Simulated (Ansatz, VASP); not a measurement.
**BeTe in VASP and in Ansatz**

```
Be Te
1.0
    -1.78547    1.78547    9.42684
     1.78547   -1.78547    9.42684
     1.78547    1.78547   -9.42684
Be Te
2 2
Direct
  0.00000 0.00000 0.00000
  0.75000 0.25000 0.50000
  0.50000 0.50000 0.00000
  0.25000 0.75000 0.50000
```

Change from the starting cell: species swapped into the TaP type (I4_1/amd, No. 141).

Alike in both runs: functional PBE; k mesh 18 × 18 × 18; occupations gaussian, width 0.1 eV; no spin polarisation.

Ansatz relaxed the structure, and its values are those at the end. VASP's run is a single point on that final structure, the one shown.

|  | VASP | Ansatz |
| --- | --- | --- |
| version | VASP 6.6.1 | Ansatz 0.2.0 |
| potentials or method | VASP PAW PBE potentials, release 64 (Be, Te), cutoff 520 eV | scalar-relativistic, plane waves, PAW |
| valence electrons in the cell | 16 | 36 |

Ansatz gave:

| Quantity | Value |
| --- | --- |
| gap on the k mesh at the Fermi level (eV) | none |
| pressure (GPa) | 0.0 |

What did VASP give for the same quantities?

gap on the k mesh at the Fermi level (eV): none; pressure (GPa): 0.1.

A gap of «none» marks a metal or a gap that the smearing closes. VASP's potentials hold 16 valence electrons a cell and Ansatz's 36, so a difference there can come from the potentials and not from the codes.

Neither program's run includes spin-orbit coupling.
